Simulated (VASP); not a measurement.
A run of VASP 6.6.1 is set up as follows.

File INCAR:

```
PREC = Accurate ; ENCUT = 520
EDIFF = 1E-7 ; ISMEAR = 0
SIGMA = 0.2 ; LREAL = False
LASPH = True ; NELM = 60
ALGO = Normal ; ISIF = 2
LWAVE = False ; LCHARG = False
GGA = PE ; NBANDS = 33
```

File KPOINTS:

```
regular mesh
0
Gamma
  4 4 4
```

File POSCAR:

```
Pd4Pt
1.0
   -2.9258339935      2.9258339935      2.9258339935
    2.9258339935     -2.9258339935      2.9258339935
    2.9258339935      2.9258339935     -2.9258339935
Pd Pt
4 1
Direct
    0.0000000000      0.0000000000      0.5000000000
    0.0000000000      0.5000000000      0.0000000000
    0.5000000000      0.0000000000      0.0000000000
    0.5000000000      0.5000000000      0.5000000000
    0.0000000000      0.0000000000      0.0000000000
```

Potentials or basis: VASP PAW PBE potentials, release 64 (Pd, Pt).

Run with:

```bash
$ cat potpaw_PBE.64/Pd/POTCAR potpaw_PBE.64/Pt/POTCAR > POTCAR
$ mpirun -np 1 vasp_std > vasp.out
```

Problem. Predict the band gap on the k mesh.

Solution. Zero (bands 25 and 26 overlap by 1.46 eV).

Problem. Estimate the pressure.

Solution. 0.0 GPa.

Caveat: the k points lie up to 0.38 Å⁻¹ apart, too coarse for converged energies and pressures of a metal; spin-orbit coupling is left out, which moves the levels of the heavy elements.
